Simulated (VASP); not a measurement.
Write the native input for VASP 6.6.1 that does the following.

```
Task                   : single point
Functional             : r2SCAN
Potentials or basis    : VASP PAW PBE potentials, release 64 (Ge_d, Pt)
Cutoff                 : 520 eV
k mesh                 : 5 × 8 × 5
Occupations            : fermi-dirac, width 0.1 eV
Spin                   : no spin polarisation
Dipole correction      : no
Further INCAR settings : ALGO = Normal; EDIFF = 1e-06; NBANDS = 58
```

GePt:

```xyz
8
Lattice="5.7646 0.0000 0.0000 0.0000 3.7226 0.0000 0.0000 0.0000 6.1209" Properties=species:S:1:pos:R:3 pbc="T T T"
Ge    1.0774    0.9306    3.5970
Ge    1.8049    2.7919    0.5365
Ge    3.9597    0.9306    5.5843
Ge    4.6872    2.7919    2.5239
Pt    5.7457    0.9306    1.1836
Pt    2.9011    2.7919    4.2440
Pt    2.8635    0.9306    1.8769
Pt    0.0188    2.7919    4.9373
```

These files were run (other wordings do the same):

POSCAR

```
GePt
1.0
    5.7645669896      0.0000000000      0.0000000000
    0.0000000000      3.7225980326      0.0000000000
    0.0000000000      0.0000000000      6.1208638607
Ge Pt
4 4
Direct
    0.1869028691      0.2500000000      0.5876560321
    0.3130971309      0.7500000000      0.0876560321
    0.6869028691      0.2500000000      0.9123439679
    0.8130971309      0.7500000000      0.4123439679
    0.9967348645      0.2500000000      0.1933654921
    0.5032651355      0.7500000000      0.6933654921
    0.4967348645      0.2500000000      0.3066345079
    0.0032651355      0.7500000000      0.8066345079
```

INCAR.step1

```
SYSTEM = GePt
ALGO     = Normal         ! electronic algorithm
EDIFF    = 1E-4           ! SCF threshold, eV
ENCUT    = 520            ! plane-wave cutoff, eV
GGA      = PE             ! functional
ISMEAR   = -1             ! smearing method
LASPH    = .True.         ! aspherical terms in the spheres
LCHARG   = .False.        ! write CHGCAR
LREAL    = .False.        ! projectors in reciprocal space
LWAVE    = .True.         ! write WAVECAR
NBANDS   = 58             ! bands
NELM     = 60             ! most SCF steps
PREC     = Accurate       ! precision mode
SIGMA    = 0.1            ! smearing width, eV
```

INCAR.step2

```
SYSTEM = GePt
ALGO     = Normal         ! electronic algorithm
EDIFF    = 1E-6           ! SCF threshold, eV
ENCUT    = 520            ! plane-wave cutoff, eV
ISIF     = 2              ! what is computed and relaxed
ISMEAR   = -1             ! smearing method
ISTART   = 1            
LASPH    = .True.         ! aspherical terms in the spheres
LCHARG   = .True.         ! write CHGCAR
LELF     = .True.         ! ELF
LMIXTAU  = .True.       
LREAL    = .False.        ! projectors in reciprocal space
LVHAR    = .True.       
LWAVE    = .False.        ! write WAVECAR
METAGGA  = R2SCAN         ! meta-GGA
NBANDS   = 58             ! bands
NELM     = 60             ! most SCF steps
PREC     = Accurate       ! precision mode
SIGMA    = 0.1            ! smearing width, eV
```

KPOINTS

```
k-points
0
Gamma
  5 8 5
  0 0 0
```

Potentials or basis: VASP PAW PBE potentials, release 64 (Ge_d, Pt).

The run is started by

```bash
$ cat potpaw_PBE.64/Ge_d/POTCAR potpaw_PBE.64/Pt/POTCAR > POTCAR
$ cp INCAR.step1 INCAR
$ mpirun -np 1 vasp_std > vasp.out
$ cp INCAR.step2 INCAR
$ mpirun -np 1 vasp_std > vasp.out
```

It gave:

The pressure is 0.2 GPa and the largest force is 0.013 eV/Å. The band gap on the k mesh is zero (bands 48 and 49 overlap by 1.58 eV).

Caveat: the PAW data sets were made with another functional, which shifts forces and pressure a little; spin-orbit coupling is left out, which moves the levels of the heavy elements.

Wall time 9.6 min on 1 thread of AMD EPYC 9R45 96-Core Processor (Zen 5), on a shared host, peak memory 0.4 GiB.
